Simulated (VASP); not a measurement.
Wanted: the native input for a VASP 6.6.1 run.

```yaml
Task: electric field gradients
Functional: PBE
Potentials_or_basis: VASP PAW PBE potentials, release 64 (Mg, B)
Cutoff: 520 eV
k_mesh: 12 × 12 × 9
Occupations: fermi-dirac, width 0.05 eV
Spin: no spin polarisation
Dipole_correction: no
Further_INCAR_settings: ALGO = Normal; EDIFF = 1e-08; NBANDS = 11
```

The structure of MgB2 lies in POSCAR:

```
MgB2
1.0
    3.0642953789      0.0000000000      0.0000000000
   -1.5321476895      2.6537576429      0.0000000000
    0.0000000000      0.0000000000      3.4993549923
Mg B
1 2
Direct
    0.0000000000      0.0000000000      0.0000000000
    0.3333333333      0.6666666667      0.5000000000
    0.6666666667      0.3333333333      0.5000000000
```

This cell differs from its parent crystal: volume scaled by 0.98.

One way to write it, as run:

INCAR

```
SYSTEM = MgB2
PREC     = Accurate       ! precision mode
ENCUT    = 520            ! plane-wave cutoff, eV
EDIFF    = 1E-8           ! SCF threshold, eV
ISMEAR   = -1             ! smearing method
SIGMA    = 0.05           ! smearing width, eV
LREAL    = .False.        ! projectors in reciprocal space
LASPH    = .True.         ! aspherical terms in the spheres
NELM     = 60             ! most SCF steps
ALGO     = Normal         ! electronic algorithm
ISIF     = 2              ! what is computed and relaxed
LWAVE    = .False.        ! write WAVECAR
LCHARG   = .False.        ! write CHGCAR
GGA      = PE             ! functional
LEFG     = .True.       
NBANDS   = 11             ! bands
```

KPOINTS

```
regular mesh
0
Gamma
  12 12 9
  0 0 0
```

Potentials or basis: VASP PAW PBE potentials, release 64 (Mg, B).

The run is started by

```console
$ cat potpaw_PBE.64/Mg/POTCAR potpaw_PBE.64/B/POTCAR > POTCAR
$ mpirun -np 1 vasp_std > vasp.out
```

Results of the run:

* Pressure: 1.8 GPa
* Band gap on the k mesh: zero (band 4 reaches 7.21 eV, above the bottom of band 5 at 3.46 eV)

Caveat: without QUAD_EFG the Cq values of the log hold for a quadrupole moment of 1 mb, not for the nuclei.

Wall time 28 s on 1 thread of Intel(R) Xeon(R) Platinum 8259CL CPU @ 2.50GHz (Skylake/Cascade Lake), with other jobs on the host, peak memory 0.16 GiB.
